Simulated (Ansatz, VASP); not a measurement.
Hf in VASP and in Ansatz

```
CELL_PARAMETERS angstrom
3.15845 0.00000 0.00000
-1.57923 2.73530 0.00000
0.00000 0.00000 18.50090
ATOMIC_POSITIONS crystal
Hf 0.83333 0.16667 0.43920
Hf 0.16667 0.83333 0.56080
```

Alike in both runs: functional PBEsol; k mesh 12 × 12 × 1; occupations fermi-dirac, width 0.08 eV; no spin polarisation.

Ansatz relaxed the structure, and its values are those at the end. VASP's run is a single point on that final structure, the one shown.

|  | VASP | Ansatz |
| --- | --- | --- |
| version | VASP 6.6.1 | Ansatz 0.2.0 |
| potentials or method | VASP PAW PBE potentials, release 64 (Hf_pv) | PAW with Ansatz's default frozen-core files, scalar-relativistic |
| plane-wave cutoff (eV) | 520 | 420 |
| valence electrons in the cell | 20 | 52 |

|  | VASP | Ansatz | Ansatz less VASP |
| --- | --- | --- | --- |
| rms of the force components (eV/Å) | 0.031 | 0.001 | -0.0303 |

VASP's potentials were made for PBE, not for PBEsol. The functional is the same, so the differences come from potentials, cutoffs and numerics. VASP's potentials hold 20 valence electrons a cell and Ansatz's 52, so a difference there can come from the potentials and not from the codes. Ansatz's warnings: stress scf threshold loose, xc potential rough in thin density.

Spin-orbit coupling is off throughout.
